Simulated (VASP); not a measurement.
Runs of VASP 6.6.1 on Ti. The structure is that of space group Fm-3m (No. 225), or close to it. The cells are those of the table. This isn't the form of Ti at room conditions, which is hcp.

```tsv
task	cell	gap on the mesh (eV)	pressure (GPa)
single point	a = 2.829 Å, angles 60.0°, 1 atom	none	(a)
relaxation of cell and atoms	relaxed from a = 2.920 Å, angles 60.0°, 1 atom	none	0.0
single point	a = 2.761 Å, angles 60.0°, 1 atom	none	9.7
relaxation of cell and atoms	relaxed to 30 GPa from a = 2.920 Å, angles 60.0°, 1 atom	none	30.0
single point	a = 2.663 Å, angles 60.0°, 1 atom	none	29.5
relaxation of cell and atoms	relaxed to 20 GPa from a = 2.920 Å, angles 60.0°, 1 atom	none	20.0
relaxation of cell and atoms	relaxed to 10 GPa from a = 2.920 Å, angles 60.0°, 1 atom	none	9.9
single point	a = 2.707 Å, angles 60.0°, 1 atom	none	19.6
```

Alike in all rows: level LDA; potentials or basis VASP PAW LDA potentials, release 64 (Ti_sv); no spin polarisation; k mesh 18 × 18 × 18; cutoff (eV) 500; smearing methfessel-paxton 0.05 eV.

Question: Fill in the values left out.

Answer: (a) -0.3.

Caveats: the cell stands under pressure (at least some runs); the cell is relaxed towards a set pressure, so the run minimises the enthalpy, not the energy (at least some runs).

A gap of «none» marks levels without a gap at the run's occupations.
